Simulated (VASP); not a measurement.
Au: single point with PBE

The system is Au.

```
CELL_PARAMETERS angstrom
2.87071 0.00000 0.00000
-0.01321 2.87549 0.00000
-1.16021 -1.20866 5.02059
ATOMIC_POSITIONS crystal
Au 0.67286 0.66596 0.27405
Au 0.32714 0.33404 0.72594
```

```json
{"Program": "VASP 6.6.1", "Task": "single point", "Functional": "PBE", "Potentials or basis": "VASP PAW PBE potentials, release 64 (Au)", "Cutoff": "520 eV", "k mesh": "10 × 10 × 6", "Occupations": "fermi-dirac, width 0.05 eV", "Spin": "no spin polarisation", "Dipole correction": "no", "Further INCAR settings": "ALGO = Fast; EDIFF = 1e-07; NBANDS = 18"}
```

```yaml
Pressure: -6.6 GPa
Largest_force: 0.101 eV/Å
Band_gap_on_the_k_mesh: zero (band 11 reaches 9.81 eV, above the bottom of band 12 at 4.77 eV)
```

Forces in eV/Å, atoms in the order of the input:
```
Au   0.017  0.014  0.099
Au  -0.017 -0.014 -0.099
```

Stress tensor (GPa, compression positive):
```
-7.06  0.16  0.32
 0.16 -7.23  0.24
 0.32  0.24 -5.40
```

Levels at points of the mesh, in eV from the Fermi level:
```csv
k point,band 9,band 10,band 11,band 12,band 13,band 14
"(0.00, 0.00, 0.00)",-2.20,-2.00,-1.66,0.23,2.42,13.61
"(0.50, 0.00, 0.00)",-2.25,-1.81,0.41,0.98,2.81,5.19
"(0.00, 0.50, 0.00)",-2.23,-1.85,0.36,0.98,2.68,5.14
"(0.50, 0.50, 0.00)",-0.93,-0.91,2.78,4.49,5.55,6.45
"(0.00, 0.00, 0.50)",-1.95,-1.74,-1.64,-1.60,9.03,11.07
"(0.50, 0.00, 0.50)",-1.99,-1.86,0.06,1.32,1.59,4.55
"(0.00, 0.50, 0.50)",-1.98,-1.92,0.09,1.28,1.64,4.59
"(0.50, 0.50, 0.50)",-0.93,-0.90,3.07,5.05,5.17,6.42
```

Run time: 120 s on 1 thread of Intel(R) Xeon(R) Platinum 8488C (Sapphire Rapids), with other jobs on the host, peak memory 0.3 GiB.

Caveat: spin-orbit coupling is left out, which moves the levels of the heavy elements.
